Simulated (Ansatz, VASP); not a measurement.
## CdSe in VASP and in Ansatz

File POSCAR:

```
CdSe
1.0
    0.0000000000      3.0702711986      3.0702711986
    3.0702711986      0.0000000000      3.0702711986
    3.0702711986      3.0702711986      0.0000000000
Cd Se
1 1
Direct
    0.0000000000      0.0000000000      0.0000000000
    0.2500000000      0.2500000000      0.2500000000
```

The input INCAR.step1:

```
  PREC = Accurate
  ENCUT = 520
  ISMEAR = -1
  SIGMA = 0.05
  LREAL = False
  LASPH = True
  NELM = 150
  MAGMOM = 0 0 0 0 0 0
  LSORBIT = True
  GGA_COMPAT = False
  NBANDS = 30
  GGA = PE
  ALGO = Normal
  EDIFF = 1E-4
  LWAVE = True
  LCHARG = False
```

INCAR.step2

```
  PREC = Accurate
  ENCUT = 520
  EDIFF = 1E-7
  ISMEAR = -1
  SIGMA = 0.05
  LREAL = False
  LASPH = True
  NELM = 150
  ALGO = Normal
  ISIF = 2
  LWAVE = False
  LCHARG = False
  MAGMOM = 0 0 0 0 0 0
  LORBIT = 11
  LSORBIT = True
  GGA_COMPAT = False
  LORBMOM = True
  METAGGA = R2SCAN
  LMIXTAU = True
  NBANDS = 30
  ISTART = 1
```

The input KPOINTS:

```
regular mesh
0
Gamma
  6 6 6
```

The input input.yaml:

```yaml
crystal:
  lattice:
    - [0.0, 3.0702711986, 3.0702711986]
    - [3.0702711986, 0.0, 3.0702711986]
    - [3.0702711986, 3.0702711986, 0.0]
  atoms:
    - { symbol: Cd, position: [0.0, 0.0, 0.0] }
    - { symbol: Se, position: [0.25, 0.25, 0.25] }
hamiltonian:
  xc: r2scan
  pseudopotentials: { kind: paw_fr }
magnetization:
  noncollinear: true
  spin_orbit: true
kpoints:
  mp_grid: { grid: [6, 6, 6] }
  band_path:
    path:
      - [[0.0, 0.0, 0.0], [0.5, 0.0, 0.5], [0.5, 0.25, 0.75], [0.375, 0.375, 0.75], [0.0, 0.0, 0.0], [0.5, 0.5, 0.5], [0.625, 0.25, 0.625], [0.5, 0.25, 0.75], [0.5, 0.5, 0.5], [0.375, 0.375, 0.75]]
      - [[0.625, 0.25, 0.625], [0.5, 0.0, 0.5]]
    npoints: 14
scf:
  occupations: { method: fermi_dirac, width: 0.05 }
  n_extra_bands: 6
output:
  forces: true
  stress: true
  eigenvalues: true
  fatbands: true
  write_density: true
  write_potential: true
  elf: true
  volumetric_format: npy
```

Alike in both runs: functional r2SCAN; k mesh 6 × 6 × 6; occupations fermi-dirac, width 0.05 eV; non-collinear spin, spin-orbit coupling.

```csv
,VASP,Ansatz
version,VASP 6.6.1,Ansatz 0.2.0
potentials or method,"VASP PAW PBE potentials, release 64 (Cd, Se)",Ansatz PAW
plane-wave cutoff (eV),520,500
valence electrons in the cell,18,36
task,single point,band structure
```

|  | VASP | Ansatz | Ansatz less VASP |
| --- | --- | --- | --- |
| pressure (GPa) | 0.1 | -0.2 | -0.25 |

VASP's potentials were made for PBE, not for r2SCAN. VASP's potentials hold 18 valence electrons a cell and Ansatz's 36, so a difference there can come from the potentials and not from the codes.
